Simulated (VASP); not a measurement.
**Sb: single point with PBE**

Crystal: Sb.

```
CELL_PARAMETERS angstrom
3.16000 0.00000 0.00000
0.00000 3.16000 0.00000
0.00000 0.00000 3.16000
ATOMIC_POSITIONS crystal
Sb 0.00000 0.00000 0.00000
```

```
Program             : VASP 6.6.1
Task                : single point
Functional          : PBE
Potentials or basis : VASP PAW PBE potentials, release 64 (Sb)
Cutoff              : 500 eV
k mesh              : 8 × 8 × 8
Occupations         : gaussian, width 0.018 eV
Spin                : no spin polarisation
```

```json
{
  "Pressure": "-2.3 GPa"
}
```

Levels at points of the mesh, in eV from the Fermi level:
```
           k point  band 1  band 2  band 3  band 4  band 5  band 6  band 7  band 8
(0.00, 0.00, 0.00)  -11.91    3.18    3.18    3.18    6.93    6.93    7.98   17.37
(0.50, 0.00, 0.00)   -9.69   -5.14    5.01    5.01    8.90   10.50   11.16   11.33
(0.50, 0.50, 0.00)   -7.36   -3.23   -3.23    2.44    6.84   12.45   13.15   13.15
(0.50, 0.50, 0.50)   -4.79   -1.45   -1.45   -1.45    4.97    4.97    4.97    7.13
```

Wall time 11 s on 1 thread of Intel Xeon 8259CL (shared host), peak memory 0.14 GiB.

Caveat: spin-orbit coupling is left out, which moves the levels of the heavy elements.
